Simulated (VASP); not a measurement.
Input of a VASP 6.6.1 run:

File INCAR:

```
SYSTEM = KTaO3
  PREC = Accurate
  ENCUT = 600
  EDIFF = 1E-6
  ISMEAR = -1
  SIGMA = 0.05
  LREAL = .FALSE.
  LASPH = .TRUE.
  NELM = 200
  ALGO = Normal
  ISIF = 2
  LWAVE = .FALSE.
  LCHARG = .TRUE.
  LMAXMIX = 4
  LDAU = .TRUE.
  LDAUTYPE = 2
  LDAUL = 2 -1 -1
  LDAUU = 6 0 0
  LDAUJ = 0 0 0
  LDAUPRINT = 1
  GGA = PS
  LELF = .TRUE.
  LVHAR = .TRUE.
  NBANDS = 28
  GGA_COMPAT = .FALSE.
```

Contents of KPOINTS:

```
regular mesh
0
G
  7 7 7
  0 0 0
```

File POSCAR:

```
KTaO3
1.0
    3.9883000000      0.0000000000      0.0000000000
    0.0000000000      3.9883000000      0.0000000000
    0.0000000000      0.0000000000      3.9883000000
Ta K O
1 1 3
Direct
    0.0000000000      0.0000000000      0.0000000000
    0.5000000000      0.5000000000      0.5000000000
    0.0000000000      0.0000000000      0.5000000000
    0.0000000000      0.5000000000      0.0000000000
    0.5000000000      0.0000000000      0.0000000000
```

Potentials or basis: VASP PAW PBE potentials, release 64 (Ta_sv_GW, K_sv, O).

Command:

```sh
$ cat potpaw_PBE.64/Ta_sv_GW/POTCAR potpaw_PBE.64/K_sv/POTCAR potpaw_PBE.64/O/POTCAR > POTCAR
$ mpirun -np 1 vasp_std > vasp.out
```

Q: What does it give for the band gap on the k mesh?

A: 3.03 eV, indirect (least direct gap 3.68 eV).

Q: Predict the pressure.

A: 6.1 GPa.

Eigenvalues of the final occupation matrices:
| site | spin | trace | eigenvalues |
| --- | --- | --- | --- |
| site 1 d | 1 | 0.89 | 0.12 0.12 0.12 0.26 0.26 |
| site 1 d | 2 | 0.89 | 0.12 0.12 0.12 0.26 0.26 |

Caveat: the PAW data sets were made with another functional, which shifts forces and pressure a little; spin-orbit coupling is left out, which moves the levels of the heavy elements. A k mesh can miss the band edges.
